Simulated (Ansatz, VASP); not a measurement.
# One calculation of HfO2, two programs

```
Hf O
1.0
    -2.86535    2.86535    4.23704
     2.86535   -2.86535    4.23704
     2.86535    2.86535   -4.23704
Hf O
2 4
Direct
  0.00000 0.00000 0.00000
  0.75000 0.25000 0.50000
  0.37500 0.22246 0.34746
  0.97246 0.62500 0.84746
  0.77754 0.12500 0.15254
  0.87500 0.02754 0.65254
```

Alike in both runs: task single point; functional r2SCAN; k mesh 4 × 4 × 4; occupations gaussian, width 0.1 eV; no spin polarisation.

|  | VASP | Ansatz |
| --- | --- | --- |
| version | VASP 6.6.1 | Ansatz 0.2.0 |
| potentials or method | VASP PAW PBE potentials, release 64 (Hf_pv, O), cutoff 520 eV | scalar-relativistic, plane waves, PAW |
| valence electrons in the cell | 44 | 76 |

VASP gave:

| Item | Value |
| --- | --- |
| gap on the k mesh at the Fermi level (eV) | 5.40 |
| least direct gap on the mesh (eV) | 5.40 |
| pressure (GPa) | 14.7 |
| traceless stress, the component that is largest in VASP (GPa) | -0.18 |
| rms of the force components (eV/Å) | 0.604 |

Problem. Estimate Ansatz's values.

Solution. gap on the k mesh at the Fermi level (eV): 5.37; least direct gap on the mesh (eV): 5.37; pressure (GPa): 15.4; traceless stress, the component that is largest in VASP (GPa): -0.19; rms of the force components (eV/Å): 0.637.

VASP's potentials were made for PBE, not for r2SCAN. Atom by atom the forces differ by 0.033 eV/Å (rms over components). VASP's potentials hold 44 valence electrons a cell and Ansatz's 76, so a difference there can come from the potentials and not from the codes.

Spin-orbit coupling is off throughout.
